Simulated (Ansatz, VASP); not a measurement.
## Two plane-wave programs on SnGe2

```xyz
6
Lattice="-2.7235 2.7235 4.5184 2.7235 -2.7235 4.5184 2.7235 2.7235 -4.5184" Properties=species:S:1:pos:R:3 pbc="T T T"
Sn    0.0000    2.7235    3.8408
Sn    0.0000    2.7235    0.6777
Ge    2.7235    0.0000    2.2592
Ge    0.0000    0.0000    6.2128
Ge    0.0000    0.0000    2.8240
Ge    0.0000    0.0000    0.0000
```

Alike in both runs: functional PBE; k mesh 4 × 4 × 4; occupations gaussian, width 0.1 eV; no spin polarisation.

Ansatz relaxed the structure, and its values are those at the end. VASP's run is a single point on that final structure, the one shown.

```csv
,VASP,Ansatz
version,VASP 6.6.1,Ansatz 0.2.0
potentials or method,"VASP PAW PBE potentials, release 64 (Sn_d, Ge_d), cutoff 520 eV","scalar-relativistic, plane waves, PAW"
valence electrons in the cell,84,84
```

|  | VASP | Ansatz | Ansatz less VASP |
| --- | --- | --- | --- |
| gap on the k mesh at the Fermi level (eV) | none | none | - |
| pressure (GPa) | 0.1 | 0.1 | -0.01 |
| rms of the force components (eV/Å) | 0.015 | 0.015 | -0.0003 |

A gap of «none» marks a metal or a gap that the smearing closes. With one functional, cell and mesh, what is left measures potentials, basis and numerics.

The k mesh is coarse, so the values compare programs but aren't converged.
